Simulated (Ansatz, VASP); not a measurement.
**Os3C2: VASP beside Ansatz**

```xyz
5
Lattice="4.1321 0.0000 0.0000 0.0000 4.1321 0.0000 0.0000 0.0000 4.1321" Properties=species:S:1:pos:R:3 pbc="T T T"
Os    2.0661    0.0000    0.0000
Os    0.0000    2.0661    0.0000
Os    0.0000    0.0000    2.0661
C     2.0661    2.0661    2.0661
C     0.0000    0.0000    0.0000
```

Change from the starting cell: species swapped into the Tl2F3 type (Pm-3m, No. 221).

Alike in both runs: task single point; functional PBE; k mesh 4 × 4 × 4; occupations gaussian, width 0.1 eV; no spin polarisation.

|  | VASP | Ansatz |
| --- | --- | --- |
| version | VASP 6.6.1 | Ansatz 0.2.0 |
| potentials or method | VASP PAW PBE potentials, release 64 (Os, C), cutoff 600 eV | scalar-relativistic, plane waves, PAW |
| valence electrons in the cell | 32 | 56 |

|  | VASP | Ansatz | Ansatz less VASP |
| --- | --- | --- | --- |
| gap on the k mesh at the Fermi level (eV) | none | none | - |
| pressure (GPa) | -20.5 | -21.3 | -0.82 |

A gap of «none» marks a metal or a gap that the smearing closes. With one functional, cell and mesh, what is left measures potentials, basis and numerics. VASP's potentials hold 32 valence electrons a cell and Ansatz's 56, so a difference there can come from the potentials and not from the codes.

The k mesh is coarse, so the values compare programs but aren't converged. Neither program's run includes spin-orbit coupling.
